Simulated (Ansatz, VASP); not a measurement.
## Two plane-wave programs on Al

Contents of INCAR:

```
SYSTEM = Al
  PREC = Accurate
  ENCUT = 520
  EDIFF = 1E-6
  ISMEAR = 0
  SIGMA = 0.15
  LREAL = .FALSE.
  LASPH = .TRUE.
  NELM = 100
  ALGO = Fast
  ISIF = 2
  LWAVE = .FALSE.
  LCHARG = .FALSE.
  GGA = PS
  NBANDS = 10
```

File KPOINTS:

```
Automatic mesh
0
G
  24 24 14
  0 0 0
```

The input POSCAR:

```
Al
1.0
    2.8500701807      0.0000000000      0.0000000000
   -1.4250350903      2.4682331791      0.0000000000
    0.0000000000      0.0000000000      4.5213833727
Al
2
Direct
    0.6666666667      0.3333333333      0.7500000000
    0.3333333333      0.6666666667      0.2500000000
```

Input for Ansatz:

```yaml
crystal:
  lattice:
    - [2.8500701807, 0.0, 0.0]
    - [-1.4250350903, 2.4682331791, 0.0]
    - [0.0, 0.0, 4.5213833727]
  atoms:
    - { symbol: Al, position: [0.6666666667, 0.3333333333, 0.75] }
    - { symbol: Al, position: [0.3333333333, 0.6666666667, 0.25] }
basis:
  ecutwfc: 420
kpoints:
  mp_grid: { grid: [24, 24, 14] }
hamiltonian:
  xc: pbesol
scf:
  occupations: { method: gaussian, width: 0.15 }
output:
  forces: true
  stress: true
  eigenvalues: true
```

Change from the starting cell: strain +0.000 along x and y, -0.025 along z, atoms carried along.

Alike in both runs: task single point; functional PBEsol; k mesh 24 × 24 × 14; occupations gaussian, width 0.15 eV; no spin polarisation.

|  | VASP | Ansatz |
| --- | --- | --- |
| version | VASP 6.6.1 | Ansatz 0.2.0 |
| potentials or method | VASP PAW PBE potentials, release 64 (Al), cutoff 520 eV | scalar-relativistic, plane waves, PAW |
| valence electrons in the cell | 6 | 6 |

```tsv
	VASP	Ansatz	Ansatz less VASP
gap on the k mesh at the Fermi level (eV)	none	none	-
pressure (GPa)	2.3	2.2	-0.07
traceless stress, the component that is largest in VASP (GPa)	1.91	1.90	-0.014
```

VASP's potentials were made for PBE, not for PBEsol. A gap of «none» marks a metal or a gap that the smearing closes. With one functional, cell and mesh, what is left measures potentials, basis and numerics.
